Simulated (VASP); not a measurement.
Wanted: the native input for a VASP 6.6.1 run.

```yaml
Task: single point
Functional: PBE
Dispersion: D3(BJ)
Potentials_or_basis: VASP PAW PBE potentials, release 64 (V_sv)
Cutoff: 520 eV
k_mesh: 20 × 20 × 20
Occupations: gaussian, width 0.1 eV
Spin: no spin polarisation
Dipole_correction: no
Further_INCAR_settings: ALGO = Fast; EDIFF = 1e-06; NBANDS = 12
```

The structure of V lies in POSCAR:

```
V
1.0
   -1.4755812634      1.4755812634      1.4755812634
    1.4755812634     -1.4755812634      1.4755812634
    1.4755812634      1.4755812634     -1.4755812634
V
1
Direct
    0.0000000000      0.0000000000      0.0000000000
```

These files were run (other wordings do the same):

INCAR

```
SYSTEM = V
PREC = Accurate
ENCUT = 520
EDIFF = 1E-6
ISMEAR = 0
SIGMA = 0.1
LREAL = .False.
LASPH = .True.
NELM = 100
ALGO = Fast
ISIF = 2
LWAVE = .False.
LCHARG = .False.
GGA = PE
IVDW = 12
NBANDS = 12
```

KPOINTS

```
Automatic mesh
0
Gamma
  20 20 20
  0 0 0
```

Potentials or basis: VASP PAW PBE potentials, release 64 (V_sv).

Launch:

```sh
$ cat potpaw_PBE.64/V_sv/POTCAR > POTCAR
$ mpirun -np 1 vasp_std > vasp.out
```

Results of the run:

* Pressure: 0.3 GPa
* Dispersion energy per atom: -0.713 eV

Caveat: pairwise dispersion overbinds metals, which lowers pressure and volume.

Run time: 22 s on 1 thread of Intel(R) Xeon(R) Platinum 8488C (Sapphire Rapids) (shared host), peak memory 0.16 GiB.
